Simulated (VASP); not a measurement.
# Y (Fm-3m) in VASP: further runs, part 2 of 2

VASP 6.6.1. Earlier steps stand in the parts before.

## Step 3: Single point, PBE

This run uses another cell than the first one, of 32.27 Å³/atom, 0.981 times its volume.

INCAR reads:

```
SYSTEM = Y
PREC = Accurate
ENCUT = 520
EDIFF = 1E-6
ISMEAR = 0
SIGMA = 0.05
LREAL = .False.
LASPH = .True.
NELM = 80
ALGO = Normal
ISIF = 2
LWAVE = .False.
LCHARG = .False.
GGA = PE
NBANDS = 12
```

KPOINTS reads:

```
Automatic mesh
0
Gamma
  6 6 6
  0 0 0
```

POSCAR reads:

```
Y
1.0
    0.0000000000      2.5269672658      2.5269672658
    2.5269672658      0.0000000000      2.5269672658
    2.5269672658      2.5269672658      0.0000000000
Y
1
Direct
    0.0000000000      0.0000000000      0.0000000000
```

Potentials or basis: VASP PAW PBE potentials, release 64 (Y_sv).

On the command line:

```console
$ cat potpaw_PBE.64/Y_sv/POTCAR > POTCAR
$ mpirun -np 1 vasp_std > vasp.out
```

OUTCAR:

```text
SYSTEM = Y
   PREC = Accurate
   ENCUT = 520
   EDIFF = 1E-6
   ISMEAR = 0
   LREAL = .False.
   LASPH = .True.
   NELM = 80
   ISIF = 2
   GGA = PE

 ion  position               nearest neighbor table
   1  0.000  0.000  0.000-

  LATTYP: Found a face centered cubic cell.
 ALAT       =     5.0539345316

  Lattice vectors:

 A1 = (   0.0000000000,   2.5269672658,   2.5269672658)
 A2 = (   2.5269672658,   0.0000000000,   2.5269672658)
 A3 = (   2.5269672658,   2.5269672658,   0.0000000000)

Analysis of symmetry for initial positions (statically):
=====================================================================
 Subroutine PRICEL returns:
 Original cell was already a primitive cell.

 Routine SETGRP: Setting up the symmetry group for a
 face centered cubic supercell.

 Subroutine GETGRP returns: Found 48 space group operations
 (whereof 48 operations were pure point group operations)
 out of a pool of 48 trial point group operations.

The static configuration has the point symmetry O_h .

Analysis of symmetry for dynamics (positions and initial velocities):
=====================================================================
 Subroutine PRICEL returns:
 Original cell was already a primitive cell.

 Routine SETGRP: Setting up the symmetry group for a
 face centered cubic supercell.

 Subroutine GETGRP returns: Found 48 space group operations
 (whereof 48 operations were pure point group operations)
 out of a pool of 48 trial point group operations.

The dynamic configuration has the point symmetry O_h .

 Subroutine INISYM returns: Found 48 space group operations
 (whereof 48 operations are pure point group operations),
 and found     1 'primitive' translations

----------------------------------------------------------------------------------------

                                     Primitive cell
[... 104 lines left out ...]
   LORBIT       =      0    0 simple, 1 ext, 2 COOP (PROOUT), +10 PAW based schemes
   GGA     = PE    functional components
   LHFCALC =     F    Hartree Fock is set to
   AEXX    =    0.0000 exact exchange contribution
   IVDW    =     0    specifies the selected vdW correction
   LEPSILON=     F    determine dielectric tensor
   LRPA    =     F    only Hartree local field effects (RPA)
 non-spin polarized calculation
 Gauss-broadening in eV      SIGMA  =   0.05
  energy-cutoff  :      520.00
  volume of cell :       32.27
 maximum number of plane-waves:       893
 NGX is ok and might be reduce to    28
   NGX = 13   NGY = 13   NGZ = 13

 number of electron      11.0000000 magnetization

 Free energy of the ion-electron system (eV)
  ---------------------------------------------------
  ext. energy  EPLUGINS =         0.00000000
  ---------------------------------------------------
  free energy    TOTEN  =        -6.41314208 eV

  energy without entropy =       -6.41021210  energy(sigma->0) =       -6.41167709

 E-fermi :   3.1584     XC(G=0):  -9.4888

 val. band max:        3.1017889248   @ k =   0.5000   0.3333   0.1667
 cond. band min:       3.1907856432   @ k =   0.5000   0.1667   0.0000
 fundamental gap:      0.0889967184
 Fermi energy:         3.1583842311

 k-point     1 :       0.0000    0.0000    0.0000
  band No.  band energies     occupation
      1     -39.5018      2.00000
      2     -19.1943      2.00000
      3     -19.1943      2.00000
      4     -19.1943      2.00000
      5      -1.6315      2.00000
      6       4.9460      0.00000
      7       4.9460      0.00000
      8       4.9460      0.00000
      9       6.9735      0.00000
     10       6.9735      0.00000
     11      12.1387      0.00000
     12      15.4241      0.00000
[... 211 lines left out ...]
 k-point    16 :      -0.3333    0.5000    0.1667
  band No.  band energies     occupation
      1     -39.4120      2.00000
      2     -19.6573      2.00000
      3     -19.4886      2.00000
      4     -19.4082      2.00000
      5       2.0510      2.00000
      6       2.7923      2.00000
      7       4.1618      0.00000
      8       6.4306      0.00000
      9       8.8639      0.00000
     10       9.9973      0.00000
     11      10.8043      0.00000
     12      10.9563      0.00000

------------------------ aborting loop because EDIFF is reached ----------------------------------------

  FORCE on cell =-STRESS in cart. coord.  units (eV):
  Direction    XX          YY          ZZ          XY          YZ          ZX
  --------------------------------------------------------------------------------------
  -------------------------------------------------------------------------------------
  Total       -0.0240349     -0.0240349     -0.0240349     -0.0000000     -0.0000000      0.0000000
  in kB       -1.1932312     -1.1932312     -1.1932312     -0.0000000     -0.0000000      0.0000000
  external PRESSURE =      -1.1932312 kB  Pullay stress =       0.0000000 kB

 VOLUME and BASIS-vectors are now :
 -----------------------------------------------------------------------------
  energy-cutoff  :      520.00
  volume of cell :       32.27
      direct lattice vectors                 reciprocal lattice vectors
     0.000000000  2.526967266  2.526967266    -0.197865642  0.197865642  0.197865642
     2.526967266  0.000000000  2.526967266     0.197865642 -0.197865642  0.197865642
     2.526967266  2.526967266  0.000000000     0.197865642  0.197865642 -0.197865642

 POSITION                                       TOTAL-FORCE (eV/Angst)
 -----------------------------------------------------------------------------------
      0.00000      0.00000      0.00000         0.000000      0.000000      0.000000
 -----------------------------------------------------------------------------------
    total drift:                               -0.000000     -0.000000     -0.000000

  FREE ENERGIE OF THE ION-ELECTRON SYSTEM (eV)
  ---------------------------------------------------
  free  energy   TOTEN  =        -6.4131420784 eV

  energy  without entropy=       -6.4102120961  energy(sigma->0) =       -6.41167709
```

stdout:

```text
POSCAR found type information on POSCAR Y
 POSCAR found :  1 types and       1 ions
 scaLAPACK will be used
 LDA part: xc-table for (Slater+PW92), standard interpolation
 POSCAR, INCAR and KPOINTS ok, starting setup
 FFT: planning ... GRIDC
 FFT: planning ... GRID_SOFT
 FFT: planning ... GRID
 WAVECAR not read
 entering main loop
```

It took 15 s on 1 thread of Intel Xeon 8259CL, shared host; peak memory 0.17 GiB.

What came out:

```
Free energy : -6.4131 eV
Pressure    : -0.1 GPa
```

Levels at points of the mesh, in eV from the Fermi level:
```tsv
k point	band 2	band 3	band 4	band 5	band 6	band 7	band 8	band 9
(0.00, 0.00, 0.00)	-22.35	-22.35	-22.35	-4.79	1.79	1.79	1.79	3.82
(0.50, 0.00, 0.00)	-22.94	-22.43	-22.43	-2.00	0.62	1.62	1.62	5.28
(0.50, 0.50, 0.00)	-22.90	-22.56	-22.56	-1.78	-0.89	2.10	5.29	5.70
```

## Step 4: Single point, r2SCAN

This run uses another cell than the first one, of 32.27 Å³/atom, 0.981 times its volume.

POSCAR is that of step 3.

INCAR.step1 reads:

```
ALGO     = Normal         # electronic algorithm
EDIFF    = 1E-4           # SCF threshold, eV
ENCUT    = 520            # plane-wave cutoff, eV
GGA      = PE             # functional
ISMEAR   = 0              # smearing method
LASPH    = True           # aspherical terms in the spheres
LCHARG   = False          # write CHGCAR
LREAL    = False          # projectors in reciprocal space
LWAVE    = True           # write WAVECAR
NBANDS   = 12             # bands
NELM     = 80             # most SCF steps
PREC     = Accurate       # precision mode
SIGMA    = 0.05           # smearing width, eV
```

INCAR.step2 reads:

```
ALGO     = Normal         # electronic algorithm
EDIFF    = 1E-6           # SCF threshold, eV
ENCUT    = 520            # plane-wave cutoff, eV
ISIF     = 2              # what is computed and relaxed
ISMEAR   = 0              # smearing method
ISTART   = 1            
LASPH    = True           # aspherical terms in the spheres
LCHARG   = False          # write CHGCAR
LMIXTAU  = True         
LREAL    = False          # projectors in reciprocal space
LWAVE    = False          # write WAVECAR
METAGGA  = R2SCAN         # meta-GGA
NBANDS   = 12             # bands
NELM     = 80             # most SCF steps
PREC     = Accurate       # precision mode
SIGMA    = 0.05           # smearing width, eV
```

KPOINTS reads:

```
k-points
0
Gamma
  14 14 14
```

Potentials or basis: VASP PAW PBE potentials, release 64 (Y_sv).

On the command line:

```console
$ cat potpaw_PBE.64/Y_sv/POTCAR > POTCAR
$ cp INCAR.step1 INCAR
$ mpirun -np 1 vasp_std > vasp.out
$ cp INCAR.step2 INCAR
$ mpirun -np 1 vasp_std > vasp.out
```

OUTCAR:

```text
EDIFF = 1E-6
   ENCUT = 520
   ISIF = 2
   ISMEAR = 0
   ISTART = 1
   LASPH = True
   LREAL = False
   METAGGA = R2SCAN
   NELM = 80
   PREC = Accurate

 ion  position               nearest neighbor table
   1  0.000  0.000  0.000-

  LATTYP: Found a face centered cubic cell.
 ALAT       =     5.0539345316

  Lattice vectors:

 A1 = (   0.0000000000,   2.5269672658,   2.5269672658)
 A2 = (   2.5269672658,   0.0000000000,   2.5269672658)
 A3 = (   2.5269672658,   2.5269672658,   0.0000000000)

Analysis of symmetry for initial positions (statically):
[... 531 lines left out ...]
      7       5.2113      0.00000
      8       5.8927      0.00000
      9       6.7183      0.00000
     10       8.0045      0.00000
     11      13.8195      0.00000
     12      15.6383      0.00000

 [... further k-points ...]
[... 5 lines left out ...]
  --------------------------------------------------------------------------------------
  -------------------------------------------------------------------------------------
  Total        0.2493534      0.2493534      0.2493534     -0.0000000      0.0000000      0.0000000
  in kB       12.3793281     12.3793281     12.3793281     -0.0000000      0.0000000      0.0000000
  external PRESSURE =      12.3793281 kB  Pullay stress =       0.0000000 kB

 VOLUME and BASIS-vectors are now :
 -----------------------------------------------------------------------------
  energy-cutoff  :      520.00
  volume of cell :       32.27
      direct lattice vectors                 reciprocal lattice vectors
     0.000000000  2.526967266  2.526967266    -0.197865642  0.197865642  0.197865642
     2.526967266  0.000000000  2.526967266     0.197865642 -0.197865642  0.197865642
     2.526967266  2.526967266  0.000000000     0.197865642  0.197865642 -0.197865642

 POSITION                                       TOTAL-FORCE (eV/Angst)
 -----------------------------------------------------------------------------------
      0.00000      0.00000      0.00000         0.000000      0.000000      0.000000
 -----------------------------------------------------------------------------------
    total drift:                               -0.000000     -0.000000     -0.000000

  FREE ENERGIE OF THE ION-ELECTRON SYSTEM (eV)
  ---------------------------------------------------
  free  energy   TOTEN  =       -20.2204789384 eV

  energy  without entropy=      -20.2184281733  energy(sigma->0) =      -20.21945356
```

OUTCAR.step1:

```text
EDIFF = 1E-4
   ENCUT = 520
   GGA = PE
   ISMEAR = 0
   LASPH = True
   LREAL = False
[... 574 lines left out ...]

 POSITION                                       TOTAL-FORCE (eV/Angst)
 -----------------------------------------------------------------------------------
      0.00000      0.00000      0.00000         0.000000     -0.000000      0.000000
 -----------------------------------------------------------------------------------
    total drift:                               -0.000000     -0.000000     -0.000000

  FREE ENERGIE OF THE ION-ELECTRON SYSTEM (eV)
  ---------------------------------------------------
  free  energy   TOTEN  =        -6.4074558203 eV

  energy  without entropy=       -6.4045886954  energy(sigma->0) =       -6.40602226
```

Wall time 4.1 min (1 thread of Intel Xeon 8259CL, shared host); peak memory 0.21 GiB.

What came out:

- Free energy: -20.2205 eV
- Pressure: 1.2 GPa

Caveat: the PAW data sets were made with another functional, which shifts forces and pressure a little.

## Step 5: Summary

```tsv
level	cell	k mesh	gap on the mesh (eV)	pressure (GPa)
PBE	a = 3.596 Å, angles 60.0°, 1 atom	6 × 6 × 6	none	-0.8
PBE	a = 3.574 Å, angles 60.0°, 1 atom	6 × 6 × 6	none	-0.1
r2SCAN	a = 3.574 Å, angles 60.0°, 1 atom	14 × 14 × 14	none	1.2
```

Alike in all rows: task single point; potentials or basis VASP PAW PBE potentials, release 64 (Y_sv); no spin polarisation; cutoff (eV) 520; smearing gaussian 0.05 eV.

Caveats: the PAW data sets were made with another functional, which shifts forces and pressure a little (some runs).

Absolute energies hang on the potentials; compare differences alone.
